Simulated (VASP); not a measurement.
# Se (P6_3/mmc) in VASP: notebook, part 2 of 2

VASP 6.6.1.

## (3) Single point, PBEsol

This run uses another cell than the first one, of 24.19 Å³/atom, 0.902 times its volume.

INCAR

```
SYSTEM = Se
PREC     = Accurate       ! precision mode
ENCUT    = 520            ! plane-wave cutoff, eV
EDIFF    = 1E-6           ! SCF threshold, eV
ISMEAR   = 0              ! smearing method
SIGMA    = 0.1            ! smearing width, eV
LREAL    = .False.        ! projectors in reciprocal space
LASPH    = .True.         ! aspherical terms in the spheres
NELM     = 100            ! most SCF steps
ALGO     = Normal         ! electronic algorithm
ISIF     = 2              ! what is computed and relaxed
LWAVE    = .False.        ! write WAVECAR
LCHARG   = .True.         ! write CHGCAR
GGA      = PS             ! functional
LELF     = .True.         ! ELF
LVHAR    = .True.       
NBANDS   = 20             ! bands
```

KPOINTS

```
Automatic mesh
0
Gamma
  6 6 2
  0 0 0
```

POSCAR

```
Se
1.0
    4.4807445192      0.0000000000      0.0000000000
   -2.2403722596      3.8804385815      0.0000000000
    0.0000000000      0.0000000000      5.5656096825
Se
4
Direct
    0.0000000000      0.0000000000      0.2500000000
    0.0000000000      0.0000000000      0.7500000000
    0.3333333333      0.6666666667      0.7500000000
    0.6666666667      0.3333333333      0.2500000000
```

Potentials or basis: VASP PAW PBE potentials, release 64 (Se).

Launch:

```sh
> cat potpaw_PBE.64/Se/POTCAR > POTCAR
> mpirun -np 1 vasp_std > vasp.out
```

OUTCAR:

```text
SYSTEM = Se
   PREC = Accurate
   ENCUT = 520
   EDIFF = 1E-6
   ISMEAR = 0
   LREAL = .False.
   LASPH = .True.
   NELM = 100
   ISIF = 2
   GGA = PS

 ion  position               nearest neighbor table
   1  0.000  0.000  0.250-   4 2.59   4 2.59   4 2.59   2 2.78   2 2.78
   2  0.000  0.000  0.750-   3 2.59   3 2.59   3 2.59   1 2.78   1 2.78
   3  0.333  0.667  0.750-   2 2.59   2 2.59   2 2.59
   4  0.667  0.333  0.250-   1 2.59   1 2.59   1 2.59

  LATTYP: Found a hexagonal cell.
 ALAT       =     4.4807445192
 C/A-ratio  =     1.2421171657

  Lattice vectors:

 A1 = (   4.4807445192,   0.0000000000,   0.0000000000)
 A2 = (  -2.2403722596,   3.8804385815,   0.0000000000)
 A3 = (   0.0000000000,   0.0000000000,   5.5656096825)

Analysis of symmetry for initial positions (statically):
=====================================================================
 Subroutine PRICEL returns:
 Original cell was already a primitive cell.

 Routine SETGRP: Setting up the symmetry group for a
 hexagonal supercell.

 Subroutine GETGRP returns: Found 24 space group operations
 (whereof 12 operations were pure point group operations)
 out of a pool of 24 trial point group operations.

[... 159 lines left out ...]

 val. band max:        3.9489764848   @ k =   0.0000   0.0000   0.5000
 cond. band min:       4.0004245577   @ k =   0.3333   0.1667   0.0000
 fundamental gap:      0.0514480729
 Fermi energy:         3.9633633983

 k-point     1 :       0.0000    0.0000    0.0000
  band No.  band energies     occupation
      1     -12.3870      2.00000
      2     -10.7117      2.00000
      3      -6.9302      2.00000
      4      -5.8335      2.00000
      5      -2.7334      2.00000
      6      -1.4008      2.00000
[... 311 lines left out ...]
     19       9.7721      0.00000
     20       9.7721      0.00000

------------------------ aborting loop because EDIFF is reached ----------------------------------------

  FORCE on cell =-STRESS in cart. coord.  units (eV):
  Direction    XX          YY          ZZ          XY          YZ          ZX
  --------------------------------------------------------------------------------------
  -------------------------------------------------------------------------------------
  Total        0.1922279      0.1922279      0.0938202      0.0000000      0.0000000      0.0000000
  in kB        3.1826088      3.1826088      1.5533279      0.0000000      0.0000000      0.0000000
  external PRESSURE =       2.6395152 kB  Pullay stress =       0.0000000 kB

 VOLUME and BASIS-vectors are now :
 -----------------------------------------------------------------------------
  energy-cutoff  :      520.00
  volume of cell :       96.77
      direct lattice vectors                 reciprocal lattice vectors
     4.480744519  0.000000000  0.000000000     0.223177196  0.128851414  0.000000000
    -2.240372260  3.880438581  0.000000000     0.000000000  0.257702829  0.000000000
     0.000000000  0.000000000  5.565609682     0.000000000  0.000000000  0.179674835

 POSITION                                       TOTAL-FORCE (eV/Angst)
 -----------------------------------------------------------------------------------
      0.00000      0.00000      1.39140         0.000000     -0.000000      0.000000
      0.00000      0.00000      4.17421        -0.000000      0.000000      0.000000
     -0.00000      2.58696      4.17421        -0.000000      0.000000      0.000000
      2.24037      1.29348      1.39140         0.000000     -0.000000     -0.000000
 -----------------------------------------------------------------------------------
    total drift:                               -0.000000      0.000000     -0.000000

  FREE ENERGIE OF THE ION-ELECTRON SYSTEM (eV)
  ---------------------------------------------------
  free  energy   TOTEN  =       -14.1023531890 eV

  energy  without entropy=      -14.0889472007  energy(sigma->0) =      -14.09565019
```

It took 38 s on 1 thread of Oxide Virtual Turin-like, shared host; peak memory 0.19 GiB.

Results:

* Free energy: -14.1024 eV
* Pressure: 0.3 GPa
* Band gap on the k mesh: zero (band 12 reaches 5.24 eV, above the bottom of band 13 at 3.02 eV)

Caveat: the k points lie up to 0.56 Å⁻¹ apart; the PAW data sets were made with another functional, which shifts forces and pressure a little.

## (4) Relaxation of cell and atoms, PBEsol

This run uses another cell than the first one, of 28.43 Å³/atom, 1.060 times its volume.

INCAR

```
PREC = Accurate
ENCUT = 600
EDIFF = 1E-6
ISMEAR = 0
SIGMA = 0.1
LREAL = False
LASPH = True
NELM = 100
ALGO = Normal
ISIF = 3
LWAVE = False
LCHARG = False
GGA = PS
IBRION = 2
NSW = 90
EDIFFG = -0.04
```

KPOINTS

```
Automatic mesh
0
Gamma
  6 6 2
```

POSCAR

```
Se
1.0
    3.6397805508      0.0000000000      0.0000000000
   -1.8198902754      3.1521424212      0.0000000000
    0.0000000000      0.0000000000      9.9132234514
Se
4
Direct
    0.0000000000      0.0000000000      0.2500000000
    0.0000000000      0.0000000000      0.7500000000
    0.3333333333      0.6666666667      0.7500000000
    0.6666666667      0.3333333333      0.2500000000
```

Launch:

```sh
> cat potpaw_PBE.64/Se/POTCAR > POTCAR
> mpirun -np 1 vasp_std > vasp.out
```

Run time: 10 min. Hardware: 1 thread of Oxide Virtual Turin-like, shared host; peak memory 0.25 GiB.

It converged, with:

```yaml
Free_energy: -14.1013 eV
Relaxed_volume: 24.33 Å³/atom
Relaxed_cell: a = 4.486 Å, b = 4.486 Å, c = 5.584 Å, α = 90.00°, β = 90.00°, γ = 120.00°
Space_group_after_relaxing_to_0.05_Å: P6_3/mmc (No. 194)
Energy_gained_by_relaxing: 2159.0 meV/atom
Ionic_steps: 25
Pressure_after_relaxing: -0.1 GPa
```

Stress tensor (GPa, compression positive):
```
 0.02  0.00  0.00
 0.00  0.02  0.00
 0.00  0.00 -0.25
```

The path:
| step | energy change (eV) | largest force (eV/Å) | pressure (GPa) | volume (Å³) |
| --- | --- | --- | --- | --- |
| 1 | 0.0000 | 0.0000 | 46.90 | 113.74 |
| 2 | -1.9771 | 0.0000 | -4.89 | 291.74 |
| 3 | -7.5818 | 0.0000 | -2.61 | 176.28 |
| 4 | -7.6821 | 0.0000 | -1.45 | 170.93 |
| 5 | -7.7173 | 0.0000 | 0.09 | 165.23 |
| 6 | -7.7170 | 0.0000 | -0.25 | 166.36 |
| 7 | -7.7178 | 0.0000 | 0.05 | 165.01 |
| 8 | -7.7179 | 0.0000 | -0.02 | 165.34 |
| 9 | -7.7182 | 0.0000 | -0.03 | 164.99 |
| 10 | -7.7195 | 0.0000 | -0.02 | 163.93 |
| 11 | -7.7221 | 0.0000 | -0.03 | 161.81 |
| 12 | -7.7283 | 0.0000 | -0.05 | 157.57 |
| 13 | -7.7452 | 0.0000 | -0.10 | 149.10 |
| 14 | -7.8012 | 0.0000 | -0.26 | 132.16 |
| 15 | -8.4879 | 0.0000 | 1.38 | 98.28 |
| 16 | 397.9939 | 0.0000 | 2386.54 | 30.56 |
| 17 | -8.3806 | 0.0000 | 2.17 | 96.94 |
| 18 | -8.5676 | 0.0000 | 4.08 | 91.87 |
| 19 | -8.5749 | 0.0000 | 3.18 | 93.51 |
| 20 | -8.5923 | 0.0000 | 2.63 | 94.09 |
| 21 | -8.6265 | 0.0000 | 1.11 | 95.83 |
| 22 | -8.6220 | 0.0000 | -1.48 | 99.36 |
| 23 | -8.6358 | 0.0000 | -0.15 | 97.45 |
| 24 | -8.6358 | 0.0000 | -0.09 | 97.37 |
| 25 | -8.6359 | 0.0000 | -0.07 | 97.33 |

Final structure:
```xyz
4
Lattice="4.4864 0.0000 0.0000 -2.2432 3.8854 0.0000 0.0000 0.0000 5.5835" Properties=species:S:1:pos:R:3 pbc="T T T"
Se    0.0000    0.0000    1.3959
Se    0.0000    0.0000    4.1877
Se    0.0000    2.5903    4.1877
Se    2.2432    1.2951    1.3959
```

Levels at points of the mesh, in eV from the Fermi level:
```csv
k point,band 10,band 11,band 12,band 13,band 14,band 15
"(0.00, 0.00, 0.00)",-1.18,-0.64,-0.35,-0.35,0.33,0.33
"(0.50, 0.00, 0.00)",-2.86,-1.19,1.27,1.30,2.26,2.62
"(0.00, 0.00, 0.50)",-3.67,-0.29,-0.29,-0.29,-0.29,-0.01
"(0.50, 0.00, 0.50)",-2.51,-0.85,-0.85,1.23,1.23,2.61
```

Caveat: the bands computed are all filled at some k points, so no gap is given; the PAW data sets were made with another functional, which shifts forces and pressure a little; this functional lacks dispersion, which binds the layers, so the pressure and a relaxed spacing across them are unreliable.

## (5) The runs side by side

```csv
task,cell,k mesh,cutoff (eV),gap on the mesh (eV),pressure (GPa)
single point,"a = 4.219, b = 4.219, c = 6.962 Å, angles 90.0, 90.0, 120.0°, 4 atoms",6 × 6 × 4,520,none,6.8
single point,"a = 4.481, b = 4.481, c = 5.566 Å, angles 90.0, 90.0, 120.0°, 4 atoms",6 × 6 × 2,520,none,0.3
relaxation of cell and atoms,"relaxed from a = 3.640, b = 3.640, c = 9.913 Å, angles 90.0, 90.0, 120.0°, 4 atoms",6 × 6 × 2,600,-,-0.1
```

Alike in all rows: level PBEsol; potentials or basis VASP PAW PBE potentials, release 64 (Se); no spin polarisation; smearing gaussian 0.1 eV.

Caveats: some runs use coarse meshes; the PAW data sets were made with another functional, which shifts forces and pressure a little; the bands computed are all filled at some k points, so no gap is given (some runs); this functional lacks dispersion, which binds the layers, so the pressure and a relaxed spacing across them are unreliable (some runs).

Total energies depend on the potentials used, so only differences within one code and one set of settings carry meaning.
